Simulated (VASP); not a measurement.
Here is a VASP 6.6.1 calculation.

File INCAR:

```
  PREC = Accurate
  ENCUT = 520
  EDIFF = 1E-6
  ISMEAR = 0
  SIGMA = 0.1
  LREAL = F
  LASPH = T
  NELM = 60
  ALGO = Normal
  ISIF = 2
  LWAVE = F
  LCHARG = F
  GGA = PE
  NBANDS = 31
```

KPOINTS

```
regular mesh
0
Gamma
  4 4 4
```

File POSCAR:

```
Zr3SiO
1.0
    4.3940903108      0.0000000000      0.0000000000
    0.0000000000      4.3940903108      0.0000000000
    0.0000000000      0.0000000000      4.3940903108
Zr Si O
3 1 1
Direct
    0.5000000000      0.0000000000      0.5000000000
    0.0000000000      0.5000000000      0.5000000000
    0.5000000000      0.5000000000      0.0000000000
    0.0000000000      0.0000000000      0.0000000000
    0.5000000000      0.5000000000      0.5000000000
```

Potentials or basis: VASP PAW PBE potentials, release 64 (Zr_sv, Si, O).

The run is started by

```sh
$ cat potpaw_PBE.64/Zr_sv/POTCAR potpaw_PBE.64/Si/POTCAR potpaw_PBE.64/O/POTCAR > POTCAR
$ mpirun -np 1 vasp_std > vasp.out
```

(1) Predict the band gap on the k mesh.

(2) Predict the pressure.

## Answers

(1) zero (band 23 reaches 10.58 eV, above the bottom of band 24 at 9.53 eV).

(2) 0.4 GPa.
